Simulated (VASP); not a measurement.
Here is a VASP 6.6.1 calculation.

File INCAR:

```
SYSTEM = WSe2
  PREC = Accurate
  ENCUT = 520
  EDIFF = 1E-6
  ISMEAR = -1
  SIGMA = 0.1
  LREAL = .False.
  LASPH = .True.
  NELM = 100
  ALGO = Normal
  ISIF = 2
  LWAVE = .False.
  LCHARG = .False.
  GGA = PE
  NBANDS = 35
```

The input KPOINTS:

```
regular mesh
0
Gamma
  9 9 2
  0 0 0
```

POSCAR

```
WSe2
1.0
    1.6645210000      2.8830310000      0.0000000000
   -1.6645210000      2.8830310000      0.0000000000
    0.0000000000      0.0000000000     13.1239100000
W Se
2 4
Direct
    0.3333300000      0.3333400000      0.2500000000
    0.6666600000      0.6666700000      0.7500000000
    0.3333300000      0.3333400000      0.6210000000
    0.6666600000      0.6666700000      0.1210000000
    0.3333300000      0.3333400000      0.8790000000
    0.6666700000      0.6666700000      0.3790000000
```

Potentials or basis: VASP PAW PBE potentials, release 64 (W_sv, Se).

Command:

```console
$ cat potpaw_PBE.64/W_sv/POTCAR potpaw_PBE.64/Se/POTCAR > POTCAR
$ mpirun -np 1 vasp_std > vasp.out
```

**Question.** What does it give for the band gap on the k mesh?

**Answer.** 1.08 eV (least direct gap 1.45 eV).

**Question.** Predict the largest force.

**Answer.** 0.346 eV/Å.

Stress tensor (GPa, compression positive):
```
-0.93  0.00  0.00
 0.00 -0.93  0.00
 0.00  0.00 -0.69
```

Caveat: spin-orbit coupling is left out, which moves the levels of the heavy elements; this functional lacks dispersion, which binds layers or chains, so the pressure and a relaxed spacing across them are unreliable.

**The experiment to reproduce.**

“Time-resolved XUV ARPES with tunable 24–33 eV laser pulses at 30 meV resolution”, 2019, pmc:6684652 reports, for a bulk crystal of WSe2: band gap 1.3 eV (indirect).

A measured gap of WSe2 is 1.3 eV (indirect; “Time-resolved XUV ARPES with tunable 24–33 eV laser pulses at 30 meV resolution”, 2019, pmc:6684652); the calculated 1.08 eV misses it by -0.22 eV. Spin-orbit coupling on Se, W is left out. The value is that of PBE on a finite k mesh, which can miss the band edges, without temperature or zero-point motion. Semilocal functionals fall short of measured gaps as a rule.
